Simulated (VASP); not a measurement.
**B: relaxation of cell and atoms with PBEsol**

B:

```xyz
3
Lattice="2.7912 0.0000 0.0000 -1.3956 2.4173 0.0000 0.0000 0.0000 3.1668" Properties=species:S:1:pos:R:3 pbc="T T T"
B     0.6291    0.0000    1.0556
B    -0.3146    0.5449    2.1112
B     1.0811    1.8724    0.0000
```

```
Program                : VASP 6.6.1
Task                   : relaxation of cell and atoms
Functional             : PBEsol
Potentials or basis    : VASP PAW PBE potentials, release 64 (B_h)
Cutoff                 : 1230 eV
k mesh                 : 9 × 9 × 6
Occupations            : gaussian, width 0.1 eV
Spin                   : no spin polarisation
Dipole correction      : no
Further INCAR settings : ALGO = Normal; EDIFF = 1e-07; IBRION = 2; EDIFFG = -0.04; NSW = 90; ISIF = 3
```

```
Relaxed volume                        : 6.61 Å³/atom
Relaxed cell                          : a = 2.617 Å, b = 2.617 Å, c = 3.343 Å, α = 90.00°, β = 90.00°, γ = 120.00°
Space group after relaxing (to 0.1 Å) : R-3m (No. 166)
Energy gained by relaxing             : 552.2 meV/atom
Ionic steps                           : 15
Pressure after relaxing               : 0.0 GPa
Largest force after relaxing          : 0.019 eV/Å
Band gap on the k mesh                : zero (an odd number of electrons rules out a gap without spin polarisation)
```

Forces on the atoms (eV/Å):
```
B   -0.019  0.000  0.000
B    0.009 -0.016  0.000
B    0.009  0.016  0.000
```

Stress tensor (GPa, compression positive):
```
-0.09  0.00  0.00
 0.00 -0.09  0.00
 0.00  0.00  0.20
```

The path:
| step | energy change (eV) | largest force (eV/Å) | pressure (GPa) | volume (Å³) |
| --- | --- | --- | --- | --- |
| 1 | 0.0000 | 4.8177 | 33.68 | 21.37 |
| 2 | -0.6880 | 0.2667 | -39.33 | 26.21 |
| 3 | -1.1145 | 0.4905 | -20.95 | 23.85 |
| 4 | -1.5251 | 0.5178 | -9.05 | 21.30 |
| 5 | -1.5980 | 0.4501 | 0.92 | 20.08 |
| 6 | -1.5989 | 0.4328 | 2.76 | 19.89 |
| 7 | -1.6247 | 0.1617 | 0.89 | 19.89 |
| 8 | -1.6329 | 0.1003 | 0.03 | 19.88 |
| 9 | -1.6404 | 0.0008 | -0.63 | 19.88 |
| 10 | -1.6411 | 0.0002 | -0.60 | 19.87 |
| 11 | -1.6556 | 0.0236 | 0.81 | 19.76 |
| 12 | -1.6561 | 0.0238 | 1.05 | 19.75 |
| 13 | -1.6562 | 0.0235 | 1.11 | 19.74 |
| 14 | -1.6561 | 0.0141 | -1.20 | 19.93 |
| 15 | -1.6565 | 0.0189 | 0.01 | 19.83 |

Final structure:
```
B
1.0
     2.61727    0.00000    0.00000
    -1.30863    2.26662    0.00000
     0.00000    0.00000    3.34327
B
3
Direct
  0.33662 0.00000 0.33333
  0.00000 0.33662 0.66667
  0.66338 0.66338 0.00000
```

Levels at points of the mesh, in eV from the Fermi level:
```
           k point  band 1  band 2  band 3  band 4  band 5  band 6  band 7  band 8
(0.00, 0.00, 0.00)  -15.88   -5.35   -5.35    4.11    4.24    4.24    4.37   13.66
(0.00, 0.00, 0.50)  -13.19  -13.19    2.71    3.90    3.90    7.98    7.98    8.11
```

It took 87 s on 1 thread of Intel(R) Xeon(R) 6975P-C (Granite Rapids) (shared host), peak memory 0.19 GiB.

Caveat: the PAW data sets were made with another functional, which shifts forces and pressure a little; an odd number of electrons without spin polarisation forces a metal; a magnetic or distorted state may lie lower.
